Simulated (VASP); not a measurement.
Set up this calculation in VASP 6.6.1, as the native input.

| Quantity | Value |
| --- | --- |
| Task | single point |
| Functional | LDA |
| Potentials or basis | VASP PAW LDA potentials, release 64 (Si, N) |
| Cutoff | 520 eV |
| k mesh | 4 × 4 × 4 |
| Occupations | gaussian, width 0.1 eV |
| Spin | no spin polarisation |
| Dipole correction | no |
| Further INCAR settings | ALGO = Normal; EDIFF = 1e-07; NBANDS = 45 |

The structure of Si3N4 lies in POSCAR:

```
Si3N4
1.0
    0.0000000000      3.8439113906      3.8439113906
    3.8439113906      0.0000000000      3.8439113906
    3.8439113906      3.8439113906      0.0000000000
Si N
6 8
Direct
    0.6250000000      0.6250000000      0.1250000000
    0.6250000000      0.1250000000      0.6250000000
    0.1250000000      0.6250000000      0.6250000000
    0.6250000000      0.6250000000      0.6250000000
    0.2500000000      0.2500000000      0.2500000000
    0.0000000000      0.0000000000      0.0000000000
    0.8675748384      0.8675748384      0.8675748384
    0.8527245152      0.3824251616      0.3824251616
    0.3824251616      0.3824251616      0.8527245152
    0.3824251616      0.8527245152      0.3824251616
    0.8675748384      0.8675748384      0.3972754848
    0.8675748384      0.3972754848      0.8675748384
    0.3824251616      0.3824251616      0.3824251616
    0.3972754848      0.8675748384      0.8675748384
```

These files were run (other wordings do the same):

INCAR

```
  ALGO = Normal
  EDIFF = 1E-7
  ENCUT = 520
  ISIF = 2
  ISMEAR = 0
  LASPH = True
  LCHARG = False
  LREAL = False
  LWAVE = False
  NBANDS = 45
  NELM = 60
  PREC = Accurate
  SIGMA = 0.1
```

KPOINTS

```
k-points
0
Gamma
  4 4 4
```

Potentials or basis: VASP PAW LDA potentials, release 64 (Si, N).

Command:

```sh
$ cat potpaw_LDA.64/Si/POTCAR potpaw_LDA.64/N/POTCAR > POTCAR
$ mpirun -np 1 vasp_std > vasp.out
```

Results of the run:

```json
{
  "Pressure": "1.1 GPa",
  "Largest force": "0.015 eV/Å",
  "Band gap on the k mesh": "3.38 eV"
}
```

Wall time 46 s on 1 thread of Intel(R) Xeon(R) Platinum 8488C (Sapphire Rapids), on a shared host, peak memory 0.19 GiB.
